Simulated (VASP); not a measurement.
Write the native input for VASP 6.6.1 that does the following.

| Item | Value |
| --- | --- |
| Task | single point |
| Functional | revPBE |
| Dispersion | D4 |
| Potentials or basis | VASP PAW PBE potentials, release 64 (Al, O) |
| Cutoff | 520 eV |
| k mesh | 6 × 3 × 9 |
| Occupations | fermi-dirac, width 0.05 eV |
| Spin | no spin polarisation |
| Dipole correction | no |
| Further INCAR settings | ALGO = Normal; EDIFF = 1e-06; NBANDS = 35 |

The structure of Al2O3 lies in POSCAR:

```
Al2O3
1.0
    4.3697769116      0.0000000000      0.0000000000
    0.0000000000      9.4323436964      0.0000000000
    0.0000000000      0.0000000000      3.0113244692
Al O
4 6
Direct
    1.1639803699      0.8387957283      0.0000000000
   -0.1639803699      0.1612042717      0.0000000000
    0.6639803699      0.6612042717      0.5000000000
    0.3360196301      0.3387957283      0.5000000000
    0.5000000000      0.5000000000      0.5000000000
    0.3717786105      0.7986243992      0.5000000000
    0.1282213895      0.2986243992      0.0000000000
    0.8717786105      0.7013756008      0.0000000000
    0.0000000000      0.0000000000      0.0000000000
    0.6282213895      0.2013756008      0.5000000000
```

The input as run:

INCAR

```
PREC     = Accurate       # precision mode
ENCUT    = 520            # plane-wave cutoff, eV
EDIFF    = 1E-6           # SCF threshold, eV
ISMEAR   = -1             # smearing method
SIGMA    = 0.05           # smearing width, eV
LREAL    = False          # projectors in reciprocal space
LASPH    = True           # aspherical terms in the spheres
NELM     = 60             # most SCF steps
ALGO     = Normal         # electronic algorithm
ISIF     = 2              # what is computed and relaxed
LWAVE    = False          # write WAVECAR
LCHARG   = False          # write CHGCAR
GGA      = RE             # functional
IVDW     = 13             # dispersion correction
NBANDS   = 35             # bands
```

KPOINTS

```
Automatic mesh
0
Gamma
  6 3 9
```

Potentials or basis: VASP PAW PBE potentials, release 64 (Al, O).

Run with:

```console
$ cat potpaw_PBE.64/Al/POTCAR potpaw_PBE.64/O/POTCAR > POTCAR
$ mpirun -np 1 vasp_std > vasp.out
```

Results of the run:

```
Pressure                   : -0.4 GPa
Largest force              : 0.018 eV/Å
Band gap on the k mesh     : 3.67 eV
Dispersion energy per atom : -0.370 eV
```

Caveat: the PAW data sets were made with another functional, which shifts forces and pressure a little; an odd mesh through Γ misses points on the zone boundary, where band edges can lie.

Wall time 2.3 min on 1 thread of Intel(R) Xeon(R) Platinum 8488C (Sapphire Rapids) (shared host), peak memory 0.28 GiB.
